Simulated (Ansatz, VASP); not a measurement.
# K2S in VASP and in Ansatz

Contents of INCAR:

```
SYSTEM = K2S
ALGO     = Normal         ! electronic algorithm
EDIFF    = 1E-6           ! SCF threshold, eV
ENCUT    = 500            ! plane-wave cutoff, eV
GGA      = PS             ! functional
GGA_COMPAT= .FALSE.      
ISIF     = 2              ! what is computed and relaxed
ISMEAR   = 1              ! smearing method
LASPH    = .TRUE.         ! aspherical terms in the spheres
LCHARG   = .FALSE.        ! write CHGCAR
LREAL    = .FALSE.        ! projectors in reciprocal space
LWAVE    = .FALSE.        ! write WAVECAR
NBANDS   = 19             ! bands
NELM     = 120            ! most SCF steps
PREC     = Accurate       ! precision mode
SIGMA    = 0.5            ! smearing width, eV
```

Contents of KPOINTS:

```
k-points
0
G
  4 4 4
  0 0 0
```

POSCAR

```
K2S
1.0
    0.0000000000      3.7027186978      3.7027186978
    3.7027186978      0.0000000000      3.7027186978
    3.7027186978      3.7027186978      0.0000000000
K S
2 1
Direct
    0.2500000000      0.2500000000      0.2500000000
    0.7500000000      0.7500000000      0.7500000000
    0.0000000000      0.0000000000      0.0000000000
```

Input for Ansatz:

```yaml
crystal:
  lattice:
    - [0.0, 3.7027186978, 3.7027186978]
    - [3.7027186978, 0.0, 3.7027186978]
    - [3.7027186978, 3.7027186978, 0.0]
  atoms:
    - { symbol: K, position: [0.25, 0.25, 0.25] }
    - { symbol: K, position: [0.75, 0.75, 0.75] }
    - { symbol: S, position: [0.0, 0.0, 0.0] }
kpoints:
  mp_grid: { grid: [4, 4, 4] }
hamiltonian:
  xc: pbesol
scf:
  occupations: { method: methfessel_paxton, width: 0.5 }
  n_extra_bands: 4
output:
  forces: true
  stress: true
  eigenvalues: true
```

Alike in both runs: task single point; functional PBEsol; k mesh 4 × 4 × 4; occupations methfessel-paxton of order 1, width 0.5 eV; no spin polarisation.

```csv
,VASP,Ansatz
version,VASP 6.6.1,Ansatz 0.2.0
potentials or method,"VASP PAW PBE potentials, release 64 (K_sv, S)",plane waves
plane-wave cutoff (eV),500,420
valence electrons in the cell,24,24
```

|  | VASP | Ansatz | Ansatz less VASP |
| --- | --- | --- | --- |
| pressure (GPa) | -0.5 | -0.5 | +0.01 |

VASP's potentials were made for PBE, not for PBEsol. The functional is the same, so the differences come from potentials, cutoffs and numerics. Ansatz's warnings: smearing energy in gap.
